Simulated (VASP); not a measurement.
The system is InAg.

```
In Ag
1.0
     3.46479    0.00000    0.00000
     0.00000    3.46479    0.00000
     0.00000    0.00000    3.46479
In Ag
1 1
Cartesian
  1.7324 1.7324 1.7324
  0.0000 0.0000 0.0000
```

```yaml
Program: VASP 6.6.1
Task: relaxation of cell and atoms
Functional: PBEsol
Potentials_or_basis: VASP PAW PBE potentials, release 64 (In_d, Ag)
Cutoff: 600 eV
k_mesh: 12 × 12 × 12
Occupations: fermi-dirac, width 0.05 eV
Spin: no spin polarisation
```

At the start: pressure -2.3 GPa; volume 20.80 Å³/atom.

Q: Where does the relaxation end?

A: Over 14 steps the energy falls by 5.3 meV/atom and the volume is 20.09 Å³/atom (-3.4 %); space group Pm-3m (No. 221, to 0.05 Å).

Step by step:
```csv
step,energy change (eV),largest force (eV/Å),pressure (GPa),volume (Å³)
1,0.0000,0.0000,-2.26,41.59
2,-0.0100,0.0000,0.57,39.85
3,-0.0106,0.0000,0.08,40.16
4,-0.0106,0.0000,-0.07,40.21
5,-0.0106,0.0000,-0.08,40.20
6,-0.0106,0.0000,-0.07,40.20
7,-0.0106,0.0000,-0.07,40.20
8,-0.0106,0.0000,-0.07,40.20
9,-0.0106,0.0000,-0.07,40.20
10,-0.0106,0.0000,-0.07,40.20
11,-0.0106,0.0000,-0.07,40.20
12,-0.0106,0.0000,-0.06,40.20
13,-0.0106,0.0000,-0.05,40.19
14,-0.0106,0.0000,-0.02,40.18
```

Final structure:
```cif
data_structure
_symmetry_space_group_name_H-M 'P 1'
_symmetry_Int_Tables_number 1
_cell_length_a 3.4250
_cell_length_b 3.4250
_cell_length_c 3.4250
_cell_angle_alpha 90.000
_cell_angle_beta 90.000
_cell_angle_gamma 90.000
_cell_volume 40.18
loop_
_atom_site_label
_atom_site_type_symbol
_atom_site_fract_x
_atom_site_fract_y
_atom_site_fract_z
_atom_site_occupancy
In1 In 0.50000 0.50000 0.50000 1
Ag1 Ag 0.00000 0.00000 0.00000 1
```

Caveat: the PAW data sets were made with another functional, which shifts forces and pressure a little.
